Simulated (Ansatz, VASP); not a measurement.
## W in VASP and in Ansatz

The input INCAR:

```
PREC     = Accurate       # precision mode
ENCUT    = 520            # plane-wave cutoff, eV
EDIFF    = 1E-7           # SCF threshold, eV
ISMEAR   = 0              # smearing method
SIGMA    = 0.15           # smearing width, eV
LREAL    = F              # projectors in reciprocal space
LASPH    = T              # aspherical terms in the spheres
NELM     = 100            # most SCF steps
ALGO     = Fast           # electronic algorithm
ISIF     = 2              # what is computed and relaxed
LWAVE    = F              # write WAVECAR
LCHARG   = F              # write CHGCAR
GGA      = PS             # functional
NBANDS   = 13             # bands
```

Contents of KPOINTS:

```
Automatic mesh
0
Gamma
  26 26 26
```

POSCAR

```
W
1.0
    0.0000000000      2.2238827905      1.9989957667
    1.9989957667      0.0000000000      1.9989957667
    1.9989957667      2.2238827905      0.0000000000
W
1
Direct
    0.0000000000      0.0000000000      0.0000000000
```

Input for Ansatz:

```yaml
crystal:
  lattice:
    - [0.0, 2.2238827905, 1.9989957667]
    - [1.9989957667, 0.0, 1.9989957667]
    - [1.9989957667, 2.2238827905, 0.0]
  atoms:
    - { symbol: W, position: [0.0, 0.0, 0.0] }
basis:
  ecutwfc: 420
kpoints:
  mp_grid: { grid: [26, 26, 26] }
hamiltonian:
  xc: pbesol
scf:
  occupations: { method: gaussian, width: 0.15 }
output:
  forces: true
  stress: true
  eigenvalues: true
```

Change from the starting cell: strain +0.1125 x Voigt [0, 1, 0, 0, 0, 0], atoms carried along.

Alike in both runs: task single point; functional PBEsol; k mesh 26 × 26 × 26; occupations gaussian, width 0.15 eV; no spin polarisation.

|  | VASP | Ansatz |
| --- | --- | --- |
| version | VASP 6.6.1 | Ansatz 0.2.0 |
| potentials or method | VASP PAW PBE potentials, release 64 (W_sv), cutoff 520 eV | scalar-relativistic, plane waves, PAW |
| valence electrons in the cell | 14 | 14 |

VASP gave:

* gap on the k mesh at the Fermi level (eV): none
* pressure (GPa): -25.7
* traceless stress, the component that is largest in VASP (GPa): 6.99

Problem. Estimate Ansatz's values.

Solution. gap on the k mesh at the Fermi level (eV): none; pressure (GPa): -26.0; traceless stress, the component that is largest in VASP (GPa): 6.99.

VASP's potentials were made for PBE, not for PBEsol. A gap of «none» marks a metal or a gap that the smearing closes. The functional is the same, so the differences come from potentials, cutoffs and numerics.

Neither program's run includes spin-orbit coupling.
